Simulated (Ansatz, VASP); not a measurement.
# InAs: VASP beside Ansatz

The input POSCAR:

```
InAs
1.0
    0.0000000000      3.0087716161      3.0087716161
    3.0087716161      0.0000000000      3.0087716161
    3.0087716161      3.0087716161      0.0000000000
In As
1 1
Direct
    0.0000000000      0.0000000000      0.0000000000
    0.2500000000      0.2500000000      0.2500000000
```

Contents of INCAR.step1:

```
PREC     = Accurate       # precision mode
ENCUT    = 520            # plane-wave cutoff, eV
ISMEAR   = -1             # smearing method
SIGMA    = 0.02           # smearing width, eV
LREAL    = F              # projectors in reciprocal space
LASPH    = T              # aspherical terms in the spheres
NELM     = 80             # most SCF steps
NBANDS   = 16             # bands
GGA      = PE             # functional
ALGO     = Normal         # electronic algorithm
EDIFF    = 1E-4           # SCF threshold, eV
LWAVE    = T              # write WAVECAR
LCHARG   = F              # write CHGCAR
```

The input INCAR.step2:

```
PREC     = Accurate       # precision mode
ENCUT    = 520            # plane-wave cutoff, eV
EDIFF    = 1E-6           # SCF threshold, eV
ISMEAR   = -1             # smearing method
SIGMA    = 0.02           # smearing width, eV
LREAL    = F              # projectors in reciprocal space
LASPH    = T              # aspherical terms in the spheres
NELM     = 80             # most SCF steps
ALGO     = Normal         # electronic algorithm
ISIF     = 2              # what is computed and relaxed
LWAVE    = F              # write WAVECAR
LCHARG   = F              # write CHGCAR
METAGGA  = R2SCAN         # meta-GGA
LMIXTAU  = T            
NBANDS   = 16             # bands
ISTART   = 1
```

The input KPOINTS:

```
regular mesh
0
Gamma
  8 8 8
```

Input for Ansatz:

```yaml
crystal:
  lattice:
    - [0.0, 3.0087716161, 3.0087716161]
    - [3.0087716161, 0.0, 3.0087716161]
    - [3.0087716161, 3.0087716161, 0.0]
  atoms:
    - { symbol: In, position: [0.0, 0.0, 0.0] }
    - { symbol: As, position: [0.25, 0.25, 0.25] }
kpoints:
  mp_grid: { grid: [8, 8, 8] }
  band_path:
    path:
      - [0.0, 0.0, 0.0]
      - [-0.5, -0.5, 0.0]
      - [-0.375, -0.375, 0.25]
      - [-0.375, 0.0, 0.375]
      - [0.0, 0.0, 0.5]
      - [-0.5, -0.25, 0.25]
    npoints: 1
hamiltonian:
  xc: r2scan
scf:
  occupations: { method: fermi_dirac, width: 0.02 }
  n_extra_bands: 4
output:
  forces: true
  stress: true
  eigenvalues: true
```

Change from the starting cell: hydrostatic strain -1.5%.

Alike in both runs: task single point; functional r2SCAN; k mesh 8 × 8 × 8; occupations fermi-dirac, width 0.02 eV; no spin polarisation.

|  | VASP | Ansatz |
| --- | --- | --- |
| version | VASP 6.6.1 | Ansatz 0.2.0 |
| potentials or method | VASP PAW PBE potentials, release 64 (In_d, As) | plane waves, PAW |
| plane-wave cutoff (eV) | 520 | 500 |
| valence electrons in the cell | 18 | 28 |

|  | VASP | Ansatz | Ansatz less VASP |
| --- | --- | --- | --- |
| pressure (GPa) | 2.9 | 2.9 | 0.00 |

VASP's potentials were made for PBE, not for r2SCAN. With one functional, cell and mesh, what is left measures potentials, basis and numerics. VASP's potentials hold 18 valence electrons a cell and Ansatz's 28, so a difference there can come from the potentials and not from the codes.
